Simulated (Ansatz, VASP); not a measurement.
# Two plane-wave programs on InSe

File INCAR:

```
SYSTEM = InSe
PREC = Accurate
ENCUT = 520
EDIFF = 1E-6
ISMEAR = 0
SIGMA = 0.02
LREAL = .FALSE.
LASPH = .TRUE.
NELM = 100
ALGO = Normal
ISIF = 2
LWAVE = .FALSE.
LCHARG = .TRUE.
LDIPOL = .TRUE.
IDIPOL = 3
DIPOL = 0.5 0.5 0.500
GGA = PE
IVDW = 12
LELF = .TRUE.
LVHAR = .TRUE.
LVACPOTAV = .TRUE.
NBANDS = 27
```

File KPOINTS:

```
regular mesh
0
G
  9 9 1
  0 0 0
```

File POSCAR:

```
InSe
1.0
    4.0270000000      0.0000000000      0.0000000000
   -2.0135000000      3.4874843010      0.0000000000
    0.0000000000      0.0000000000     36.7199571806
Se In
2 2
Direct
    0.0000000000      0.0000000000      0.4314266711
    0.0000000000      0.0000000000      0.5685455674
    0.6666666667      0.3333333333      0.4644104082
    0.6666666667      0.3333333333      0.5355618847
```

Input for Ansatz:

```yaml
crystal:
  lattice:
    - [4.027, 0.0, 0.0]
    - [-2.0135, 3.487484301, 0.0]
    - [0.0, 0.0, 36.7199571806]
  atoms:
    - { symbol: Se, position: [0.0, 0.0, 0.4314266711] }
    - { symbol: In, position: [0.6666666667, 0.3333333333, 0.4644104082] }
    - { symbol: In, position: [0.6666666667, 0.3333333333, 0.5355618847] }
    - { symbol: Se, position: [0.0, 0.0, 0.5685455674] }
  periodic: [true, true, false]
basis:
  ecutwfc: 420
kpoints:
  mp_grid: { grid: [9, 9, 1] }
hamiltonian:
  xc: pbe
  pseudopotentials: { kind: paw, azcp: { folder: soft_1 } }
  dispersion: d3bj
scf:
  occupations: { method: gaussian, width: 0.02 }
output:
  forces: true
  stress: true
  eigenvalues: true
```

Alike in both runs: task single point; functional PBE; dispersion D3(BJ); k mesh 9 × 9 × 1; occupations gaussian, width 0.02 eV; no spin polarisation.

```csv
,VASP,Ansatz
version,VASP 6.6.1,Ansatz 0.2.0
potentials or method,"VASP PAW PBE potentials, release 64 (Se, In_d), cutoff 520 eV","scalar-relativistic, plane waves, PAW"
valence electrons in the cell,38,58
```

```tsv
	VASP	Ansatz	Ansatz less VASP
gap on the k mesh at the Fermi level (eV)	1.48	1.50	+0.013
least direct gap on the mesh (eV)	1.57	1.58	+0.011
rms of the force components (eV/Å)	0.383	0.384	+0.0010
```

VASP's potentials hold 38 valence electrons a cell and Ansatz's 58, so a difference there can come from the potentials and not from the codes.
